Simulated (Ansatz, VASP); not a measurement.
**One calculation of Tl, two programs**

INCAR

```
ALGO = Normal
EDIFF = 1E-6
ENCUT = 520
GGA = PE
ISIF = 2
ISMEAR = 0
LASPH = True
LCHARG = True
LELF = True
LREAL = False
LVHAR = True
LWAVE = False
NBANDS = 20
NELM = 60
PREC = Accurate
SIGMA = 1.0
```

KPOINTS

```
k-points
0
Gamma
  10 10 6
```

POSCAR

```
Tl
1.0
    3.5902820628      0.0000000000      0.0000000000
   -1.7951410314      3.1092754731      0.0000000000
    0.0000000000      0.0000000000      5.6419406004
Tl
2
Direct
    0.3333333333      0.6666666667      0.2500000000
    0.6666666667      0.3333333333      0.7500000000
```

Input for Ansatz:

```yaml
crystal:
  lattice:
    - [3.5902820628, 0.0, 0.0]
    - [-1.7951410314, 3.1092754731, 0.0]
    - [0.0, 0.0, 5.6419406004]
  atoms:
    - { symbol: Tl, position: [0.3333333333, 0.6666666667, 0.25] }
    - { symbol: Tl, position: [0.6666666667, 0.3333333333, 0.75] }
hamiltonian:
  xc: pbe
  pseudopotentials:
    kind: paw
    azcp:
      Tl: "pseudopotentials/Tl.paw.azcp"
basis:
  ecutwfc: 420
  fft_grid_basis: typed
kpoints:
  mp_grid: { grid: [10, 10, 6], shift: [0, 0, 0] }
magnetization:
  spin_polarized: false
scf:
  occupations: { method: gaussian, width: 1.0 }
  lower_state_search: "off"
output:
  stress: true
```

Alike in both runs: task single point; functional PBE; k mesh 10 × 10 × 6; occupations gaussian, width 1 eV; no spin polarisation.

|  | VASP | Ansatz |
| --- | --- | --- |
| version | VASP 6.6.1 | Ansatz 0.2.0 |
| potentials or method | VASP PAW PBE potentials, release 64 (Tl_d), cutoff 520 eV | plane waves (420 eV) with PAW, scalar-relativistic |
| valence electrons in the cell | 26 | 26 |

Ansatz gave:

- pressure (GPa): 0.7
- traceless stress, the component that is largest in VASP (GPa): 0.26

What did VASP give for the same quantities?

Pressure (GPa): 0.6; traceless stress, the component that is largest in VASP (GPa): 0.25.

With one functional, cell and mesh, what is left measures potentials, basis and numerics.

Spin-orbit coupling is off throughout.
